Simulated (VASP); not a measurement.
# SiC (P6_3mc) in VASP: notebook, part 2 of 2

VASP 6.6.1. Earlier steps stand in the parts before.

**4. Relaxation of cell and atoms, LDA, target pressure 10 GPa, at which the enthalpy is minimised**

Input file INCAR:

```
  PREC = Accurate
  ENCUT = 600
  EDIFF = 1E-7
  ISMEAR = 0
  SIGMA = 0.01
  LREAL = False
  LASPH = True
  NELM = 80
  ALGO = Normal
  ISIF = 3
  LWAVE = False
  LCHARG = False
  GGA = CA
  IBRION = 2
  NSW = 100
  EDIFFG = -0.002
  PSTRESS = 100.0
```

Input file KPOINTS:

```
regular mesh
0
Gamma
  8 8 6
```

Input file POSCAR:

```
SiC
1.0
    3.0563647925      0.0000000000      0.0000000000
   -1.5281823962      2.6468895535      0.0000000000
    0.0000000000      0.0000000000      5.0159020124
Si C
2 2
Direct
    0.3333333333      0.6666666667      0.0045955262
    0.6666666667      0.3333333333      0.5045955262
    0.3333333333      0.6666666667      0.3804044738
    0.6666666667      0.3333333333      0.8804044738
```

Started as:

```sh
cat potpaw_LDA.64/Si/POTCAR potpaw_LDA.64/C/POTCAR > POTCAR
mpirun -np 1 vasp_std > vasp.out
```

Run time: 94 s. Hardware: 1 thread of Intel Xeon 8259CL, shared host; peak memory 0.15 GiB.

The run converged. Its results:

```
Free energy                                            : -33.2304 eV
Relaxed volume                                         : 9.75 Å³/atom
Relaxed cell                                           : a = 3.017 Å, b = 3.017 Å, c = 4.950 Å, α = 90.00°, β = 90.00°, γ = 120.00°
Space group after relaxing (to 0.05 Å)                 : P6_3mc (No. 186)
Energy change on relaxing (the enthalpy is what falls) : +12.1 meV/atom
Ionic steps                                            : 6
Pressure after relaxing                                : 10.0 GPa
Band gap on the k mesh                                 : 2.32 eV, indirect (least direct gap 3.99 eV)
```

The path:
```
step  energy change (eV)  largest force (eV/Å)  pressure (GPa)  volume (Å³)
   1              0.0000                0.0007            0.26        40.58
   2              0.2590                0.0167           25.09        37.06
   3              0.0473                0.0067            9.87        39.04
   4              0.0492                0.0069           10.08        39.01
   5              0.0477                0.0134            9.91        39.03
   6              0.0485                0.0020           10.00        39.02
```

Final structure:
```cif
data_structure
_symmetry_space_group_name_H-M 'P 1'
_symmetry_Int_Tables_number 1
_cell_length_a 3.0169
_cell_length_b 3.0169
_cell_length_c 4.9498
_cell_angle_alpha 90.000
_cell_angle_beta 90.000
_cell_angle_gamma 120.000
_cell_volume 39.02
loop_
_atom_site_label
_atom_site_type_symbol
_atom_site_fract_x
_atom_site_fract_y
_atom_site_fract_z
_atom_site_occupancy
Si1 Si 0.33333 0.66667 0.00462 1
Si2 Si 0.66667 0.33333 0.50462 1
C1 C 0.33333 0.66667 0.38038 1
C2 C 0.66667 0.33333 0.88038 1
```

Levels at points of the mesh, in eV from the valence-band top:
```csv
k point,band 4,band 5,band 6,band 7,band 8,band 9,band 10,band 11,band 12
"(0.00, 0.00, 0.00)",-1.34,-1.34,-0.12,0.00,0.00,5.26,6.83,6.90,6.90
"(0.50, 0.00, 0.00)",-6.42,-5.65,-3.49,-3.45,-1.21,2.77,4.20,7.26,7.26
"(0.00, 0.00, 0.50)",-4.53,-0.72,-0.72,-0.72,-0.72,6.33,6.33,7.56,7.56
"(0.50, 0.00, 0.50)",-8.55,-2.53,-2.53,-2.39,-2.39,3.34,3.34,5.41,5.41
```

Caveat: the cell is relaxed towards a set pressure, so the enthalpy falls and the energy may rise. A hybrid or GW would open this gap; LDA tends to underestimate it.

**5. Relaxation of cell and atoms, LDA, target pressure 15 GPa, at which the enthalpy is minimised**

Input file INCAR:

```
ALGO = Normal ; EDIFF = 1E-7
EDIFFG = -0.002 ; ENCUT = 600
GGA = CA ; IBRION = 2
ISIF = 3 ; ISMEAR = 0
LASPH = T ; LCHARG = F
LREAL = F ; LWAVE = F
NELM = 100 ; NSW = 100
PREC = Accurate ; PSTRESS = 150.0
SIGMA = 0.01
```

Input file KPOINTS:

```
k-points
0
Gamma
  8 8 6
```

POSCAR is that of step 4.

Potentials or basis: VASP PAW LDA potentials, release 64 (Si, C).

Started as:

```sh
cat potpaw_LDA.64/Si/POTCAR potpaw_LDA.64/C/POTCAR > POTCAR
mpirun -np 1 vasp_std > vasp.out
```

OUTCAR:

```text
EDIFF = 1E-7
   EDIFFG = -0.002
   ENCUT = 600
   GGA = CA
   IBRION = 2
   ISIF = 3
   ISMEAR = 0
   LASPH = T
   LREAL = F
   NELM = 100
   NSW = 100
   PREC = Accurate
   PSTRESS = 150.0

 ion  position               nearest neighbor table
   1  0.333  0.667  0.005-   4 1.87   4 1.87   4 1.87   3 1.89   2 3.07   2 3.07   2 3.07   2 3.07
                             2 3.07   2 3.07
   2  0.667  0.333  0.505-   3 1.87   3 1.87   3 1.87   4 1.89   1 3.07   1 3.07   1 3.07   1 3.07
                             1 3.07   1 3.07
   3  0.333  0.667  0.380-   2 1.87   2 1.87   2 1.87   1 1.89
   4  0.667  0.333  0.880-   1 1.87   1 1.87   1 1.87   2 1.89

  LATTYP: Found a hexagonal cell.
 ALAT       =     3.0563647925
 C/A-ratio  =     1.6411332917

  Lattice vectors:

 A1 = (   3.0563647925,   0.0000000000,   0.0000000000)
 A2 = (  -1.5281823962,   2.6468895535,   0.0000000000)
 A3 = (   0.0000000000,   0.0000000000,   5.0159020124)

Analysis of symmetry for initial positions (statically):
=====================================================================
 Subroutine PRICEL returns:
 Original cell was already a primitive cell.

 Routine SETGRP: Setting up the symmetry group for a
 hexagonal supercell.

 Subroutine GETGRP returns: Found 12 space group operations
 (whereof  6 operations were pure point group operations)
 out of a pool of 24 trial point group operations.

The static configuration has the point symmetry C_3v.
 The point group associated with its full space group is C_6v.

Analysis of symmetry for dynamics (positions and initial velocities):
=====================================================================
 Subroutine PRICEL returns:
 Original cell was already a primitive cell.

 Routine SETGRP: Setting up the symmetry group for a
 hexagonal supercell.

 Subroutine GETGRP returns: Found 12 space group operations
 (whereof  6 operations were pure point group operations)
 out of a pool of 24 trial point group operations.

The dynamic configuration has the point symmetry C_3v.
 The point group associated with its full space group is C_6v.

 Subroutine INISYM returns: Found 12 space group operations
 (whereof  6 operations are pure point group operations),
 and found     1 'primitive' translations

----------------------------------------------------------------------------------------

                                     Primitive cell

  volume of cell :      40.5779

  direct lattice vectors                    reciprocal lattice vectors
     3.056364793  0.000000000  0.000000000     0.327186075  0.188900968  0.000000000
    -1.528182396  2.646889553  0.000000000     0.000000000  0.377801937  0.000000000
     0.000000000  0.000000000  5.015902012     0.000000000  0.000000000  0.199365936

  length of vectors
     3.056364793  3.056364792  5.015902012     0.377801937  0.377801937  0.199365936

  position of ions in fractional coordinates (direct lattice)
     0.333333333  0.666666667  0.004595526
     0.666666667  0.333333333  0.504595526
     0.333333333  0.666666667  0.380404474
     0.666666667  0.333333333  0.880404474

  ion indices of the primitive-cell ions
   primitive index   ion index
                 1           1
[... 55 lines left out ...]
  0.375000 -0.000000  0.333333     12.000000
 [... further k-points ...]
   k-points           NKPTS =     40   k-points in BZ     NKDIM =     40   number of bands    NBANDS=     12
   number of dos      NEDOS =    301   number of ions     NIONS =      4
   total plane-waves  NPLWV =  23040
   dimension x,y,z NGX =    24 NGY =   24 NGZ =   40
   dimension x,y,z NGXF=    48 NGYF=   48 NGZF=   80
   ions per type =               2   2
   NGX,Y,Z   is equivalent  to a cutoff of  13.05, 13.05, 13.26 a.u.
   NGXF,Y,Z  is equivalent  to a cutoff of  26.11, 26.11, 26.52 a.u.
 SYSTEM =  unknown system
   PREC   = accura    normal or accurate (medium, high low for compatibility)
   ISTART =      0    job   : 0-new  1-cont  2-samecut
   ICHARG =      2    charge: 1-file 2-atom 10-const
   ISPIN  =      1    spin polarized calculation?
   LNONCOLLINEAR =      F non collinear calculations
   LSORBIT =      F    spin-orbit coupling
   LASPH  =      T    aspherical Exc in radial PAW
   ENCUT  =  600.0 eV  44.10 Ry    6.64 a.u.   6.10  6.10 10.02*2*pi/ulx,y,z
   NELM   =    100;   NELMIN=  2; NELMDL= -5     # of ELM steps
   EDIFF  = 0.1E-06   stopping-criterion for ELM
   LREAL  =      F    real-space projection
   EDIFFG = -.2E-02   stopping-criterion for IOM
   NSW    =    100    number of steps for IOM
   IBRION =      2    ionic relax: 0-MD 1-quasi-New 2-CG
   NFREE  =      1    steps in history (QN), initial steepest desc. (CG)
   ISIF   =      3    stress and relaxation
   ISYM   =      2    0-nonsym 1-usesym 2-fastsym
   POTIM  = 0.5000    time-step for ionic-motion
   TEBEG  =    0.0;   TEEND  =   0.0 temperature during run
   PSTRESS=  150.0 pullay stress
   NELECT =      16.0000    total number of electrons
   NUPDOWN=      -1.0000    fix difference up-down
   EMIN   =  10.00;   EMAX   =-10.00  energy-range for DOS
   EFERMI =   0.00;   METHOD = LEGACY
   ISMEAR =     0;   SIGMA  =   0.01  broadening in eV -4-tet -1-fermi 0-gaus
   EFERMI_NEDOS =   21; number of points for ismear=-14 and -15
   IALGO  =     38    algorithm
   IMIX   =      4    mixing-type and parameters
     AMIX     =   0.40;   BMIX     =  1.00
     AMIX_MAG =   1.60;   BMIX_MAG =  1.00
  volume/ion in A,a.u.               =      10.14        68.46
  Fermi-wavevector in a.u.,A,eV,Ry     =   1.200470  2.268560 19.607755  1.441129
  Thomas-Fermi vector in A             =   2.336306
   LORBIT       =      0    0 simple, 1 ext, 2 COOP (PROOUT), +10 PAW based schemes
   GGA     = CA    functional components
   LHFCALC =     F    Hartree Fock is set to
   AEXX    =    0.0000 exact exchange contribution
   IVDW    =     0    specifies the selected vdW correction
   LEPSILON=     F    determine dielectric tensor
   LRPA    =     F    only Hartree local field effects (RPA)
 conjugate gradient relaxation of ions
 non-spin polarized calculation
 Gauss-broadening in eV      SIGMA  =   0.01
  energy-cutoff  :      600.00
  volume of cell :       40.58
 maximum number of plane-waves:      1372
   NGX = 13   NGY = 13   NGZ = 21

--------------------------------------- Ionic step        1  -------------------------------------------

 number of electron      15.9999998 magnetization

 Free energy of the ion-electron system (eV)
  ---------------------------------------------------
  ext. energy  EPLUGINS =         0.00000000
  ---------------------------------------------------
  free energy    TOTEN  =       -33.27893353 eV

  energy without entropy =      -33.27893353  energy(sigma->0) =      -33.27893353

------------------------ aborting loop because EDIFF is reached ----------------------------------------

  FORCE on cell =-STRESS in cart. coord.  units (eV):
  Direction    XX          YY          ZZ          XY          YZ          ZX
  --------------------------------------------------------------------------------------
  -------------------------------------------------------------------------------------
  Total        0.0652452      0.0652452      0.0651070      0.0000000      0.0000000      0.0000000
  in kB        2.5761380      2.5761380      2.5706811      0.0000000      0.0000000      0.0000000
  external PRESSURE =    -147.4256810 kB  Pullay stress =     150.0000000 kB
[... 27 lines left out ...]
--------------------------------------- Ionic step        2  -------------------------------------------

 number of electron      16.0000003 magnetization

 E-fermi :  10.2247     XC(G=0): -12.2340

 val. band max:       10.1225205012   @ k =   0.0000   0.0000   0.0000
 cond. band min:      12.2868137274   @ k =   0.3750   0.2500   0.0000
 fundamental gap:      2.1642932262
 Fermi energy:        10.2246710306

 k-point     1 :       0.0000    0.0000    0.0000
  band No.  band energies     occupation
      1      -6.6594      2.00000
      2      -2.4142      2.00000
      3       0.4528      2.00000
      4       8.7438      2.00000
      5       8.7438      2.00000
      6      10.0043      2.00000
      7      10.1225      2.00000
      8      10.1225      2.00000
      9      16.2784      0.00000
     10      17.6679      0.00000
     11      17.6679      0.00000
     12      17.9198      0.00000
[... 624 lines left out ...]
--------------------------------------- Ionic step        9  -------------------------------------------

 number of electron      15.9999998 magnetization

 Free energy of the ion-electron system (eV)
  ---------------------------------------------------
  ext. energy  EPLUGINS =         0.00000000
  ---------------------------------------------------
  free energy    TOTEN  =       -33.17610910 eV

  energy without entropy =      -33.17610910  energy(sigma->0) =      -33.17610910

 E-fermi :   9.2201     XC(G=0): -11.8792

 val. band max:        9.1147455579   @ k =   0.0000   0.0000   0.0000
 cond. band min:      11.4083267238   @ k =   0.3750   0.2500   0.0000
 fundamental gap:      2.2935811659
 Fermi energy:         9.2201142312

 k-point     1 :       0.0000    0.0000    0.0000
  band No.  band energies     occupation
      1      -6.9850      2.00000
      2      -3.0683      2.00000
      3      -0.0522      2.00000
      4       7.7625      2.00000
      5       7.7625      2.00000
      6       8.9995      2.00000
      7       9.1147      2.00000
      8       9.1147      2.00000
      9      14.5295      0.00000
     10      16.1268      0.00000
     11      16.1292      0.00000
     12      16.1292      0.00000
[... 380 lines left out ...]
  energy  without entropy=      -33.1761090981  energy(sigma->0) =      -33.17610910

  enthalpy is  TOTEN    =       -29.5886661237 eV   P V=        3.5874429744

 reached required accuracy - stopping structural energy minimisation
```

CONTCAR:

```text
SiC
   1.00000000000000
     2.9990080655121800    0.0000000000025411   -0.0000000000000000
    -1.4995040327048275    2.5972171708467613    0.0000000000000000
    -0.0000000000000000    0.0000000000000000    4.9194712908708835
  Si              C
     2     2
Direct
     0.3333333332999970    0.6666666667000030    0.0046089852807035
     0.6666666667000030    0.3333333332999970    0.5046089852807034
     0.3333333332999970    0.6666666667000030    0.3803910147192945
     0.6666666667000030    0.3333333332999970    0.8803910147192946

  0.00000000E+00  0.00000000E+00  0.00000000E+00
  0.00000000E+00  0.00000000E+00  0.00000000E+00
  0.00000000E+00  0.00000000E+00  0.00000000E+00
  0.00000000E+00  0.00000000E+00  0.00000000E+00
```

Wall time 1.9 min (1 thread of Intel Xeon 8259CL, shared host); peak memory 0.15 GiB.

What came out:

```yaml
Free_energy: -33.1761 eV
Relaxed_volume: 9.58 Å³/atom
Relaxed_cell: a = 2.999 Å, b = 2.999 Å, c = 4.919 Å, α = 90.00°, β = 90.00°, γ = 120.00°
Space_group_after_relaxing_to_0.05_Å: P6_3mc (No. 186)
Energy_change_on_relaxing_the_enthalpy_is_what_falls: +25.7 meV/atom
Ionic_steps: 9
Pressure_after_relaxing: 15.0 GPa
Band_gap_on_the_k_mesh: 2.29 eV, indirect (least direct gap 4.02 eV)
```

The path:
```csv
step,energy change (eV),largest force (eV/Å),pressure (GPa),volume (Å³)
1,0.0000,0.0007,0.26,40.58
2,0.6151,0.0251,41.72,35.34
3,0.0986,0.0097,14.66,38.36
4,0.1027,0.0100,14.98,38.32
5,0.1068,0.0102,15.31,38.28
6,0.0984,0.0221,14.63,38.37
7,0.1030,0.0041,15.01,38.32
8,0.1028,0.0014,14.99,38.32
9,0.1028,0.0001,14.99,38.32
```

Final structure:
```
Si C
1.0
     2.99901    0.00000    0.00000
    -1.49950    2.59722    0.00000
     0.00000    0.00000    4.91947
Si C
2 2
Direct
  0.33333 0.66667 0.00461
  0.66667 0.33333 0.50461
  0.33333 0.66667 0.38039
  0.66667 0.33333 0.88039
```

Levels at points of the mesh, in eV from the valence-band top:
```
           k point  band 5  band 6  band 7  band 8  band 9  band 10  band 11  band 12
(0.00, 0.00, 0.00)   -1.35   -0.12    0.00    0.00    5.41     7.01     7.01     7.01
(0.50, 0.00, 0.00)   -5.71   -3.54   -3.48   -1.22    2.81     4.22     7.34     7.40
(0.00, 0.00, 0.50)   -0.73   -0.73   -0.73   -0.73    6.49     6.49     7.66     7.66
(0.50, 0.00, 0.50)   -2.55   -2.55   -2.40   -2.40    3.37     3.37     5.50     5.50
```

Caveat: the cell is relaxed towards a set pressure, so the enthalpy falls and the energy may rise. Zero-point motion and thermal expansion aren't in these numbers.

**6. Overview**

| cell | gap on the mesh (eV) | pressure (GPa) |
| --- | --- | --- |
| relaxed to 4 GPa | 2.36 | 4.0 |
| relaxed to 7 GPa | 2.34 | 7.0 |
| relaxed to 10 GPa | 2.32 | 10.0 |
| relaxed to 15 GPa | 2.29 | 15.0 |

Alike in all rows: task relaxation of cell and atoms; level LDA; potentials or basis VASP PAW LDA potentials, release 64 (Si, C); no spin polarisation; k mesh 8 × 8 × 6; cutoff (eV) 600; smearing gaussian 0.01 eV.

Caveats: the cell is relaxed towards a set pressure, so the enthalpy falls and the energy may rise.

Absolute energies hang on the potentials; compare differences alone.
